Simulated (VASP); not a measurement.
CoO, 2 atoms in the cell. Symmetry: I4/mmm, No. 139, tetragonal system. The conventional cell has a = 3.016 Å, b = 3.016 Å, c = 4.214 Å, α = 90.00°, β = 90.00°, γ = 90.00°. Co (site symmetry 4/mmm) has 6 O at 2.11 to 2.13 Å within 2.8 Å. O (site symmetry 4/mmm) has 6 Co at 2.11 to 2.13 Å within 2.8 Å. 

```yaml
Program: VASP 6.6.1
Task: single point
Functional: PBEsol
Potentials_or_basis: VASP PAW PBE potentials, release 64 (Co, O)
Cutoff: 520 eV
k_mesh: 10 × 10 × 10
Occupations: gaussian, width 0.1 eV
Spin: collinear spin, ferromagnetic start
Starting_moments: "[2.74, 0.38] μB"
Dipole_correction: no
Further_INCAR_settings: ALGO = Normal; EDIFF = 1e-06; NBANDS = 18
```

Potentials or basis: VASP PAW PBE potentials, release 64 (Co, O).

The run is started by

```console
$ cat potpaw_PBE.64/Co/POTCAR potpaw_PBE.64/O/POTCAR > POTCAR
$ mpirun -np 1 vasp_std > vasp.out
```

Hardware: 1 thread of Intel(R) Xeon(R) 6975P-C (Granite Rapids), with other jobs on the host.

How long does it take, and how much memory?

Run time: 35 s on 1 thread of Intel(R) Xeon(R) 6975P-C (Granite Rapids), on a shared host, peak memory 0.18 GiB. Counts: scf iterations 18, k points 102.
